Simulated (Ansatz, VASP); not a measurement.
**Ta: VASP beside Ansatz**

```xyz
2
Lattice="3.2805 0.0000 0.0000 0.0000 3.2805 0.0000 0.0000 0.0000 3.2149" Properties=species:S:1:pos:R:3 pbc="T T T"
Ta    0.0000    0.0000    0.0000
Ta    1.6402    1.6402    1.6074
```

Change from the starting cell: strain along c alone, the other axes held, atoms relaxed: -2.0 %.

Alike in both runs: task single point; functional PBEsol; k mesh 16 × 16 × 16; occupations gaussian, width 0.1 eV; no spin polarisation.

```csv
,VASP,Ansatz
version,VASP 6.6.1,Ansatz 0.2.0
potentials or method,"VASP PAW PBE potentials, release 64 (Ta_pv), cutoff 520 eV","scalar-relativistic, plane waves, PAW"
valence electrons in the cell,22,26
```

|  | VASP | Ansatz | Ansatz less VASP |
| --- | --- | --- | --- |
| gap on the k mesh at the Fermi level (eV) | none | none | - |
| pressure (GPa) | 4.8 | 4.6 | -0.24 |
| traceless stress, the component that is largest in VASP (GPa) | 1.55 | 1.55 | +0.004 |

VASP's potentials were made for PBE, not for PBEsol. A gap of «none» marks a metal or a gap that the smearing closes. VASP's potentials hold 22 valence electrons a cell and Ansatz's 26, so a difference there can come from the potentials and not from the codes.

Spin-orbit coupling is off throughout.
